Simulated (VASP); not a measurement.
PbF2:

```
CELL_PARAMETERS angstrom
5.89162 0.00000 0.00000
0.00000 2.94582 2.94582
0.00000 -2.94582 2.94582
ATOMIC_POSITIONS crystal
Pb 0.50000 0.96991 0.96991
Pb 0.00000 0.46991 0.46991
F 0.75001 0.96992 0.46992
F 0.24999 0.46992 0.96992
F 0.74999 0.46992 0.96992
F 0.25001 0.96992 0.46992
```

Base run:

```yaml
Program: VASP 6.6.1
Functional: PBE
Potentials_or_basis: VASP PAW PBE potentials, release 64 (Pb_d, F)
Cutoff: 520 eV
k_mesh: 4 × 6 × 6
Occupations: fermi-dirac, width 0.02 eV
Spin: no spin polarisation
```

Its results: band gap on the k mesh 4.41 eV; pressure 4.0 GPa.

**Question.** The run is repeated on the same cell with these changes: functional from PBE to r2SCAN; dispersion from none to rVV10. What comes out?

**Answer.** Band gap on the k mesh 4.88 eV; pressure 0.1 GPa.

Several settings changed at once.

Caveats: spin-orbit coupling is left out, which moves the levels of the heavy elements; the cell stands under pressure (at least some runs); the PAW data sets were made with another functional, which shifts forces and pressure a little (at least some runs).

A k mesh can miss the band edges.
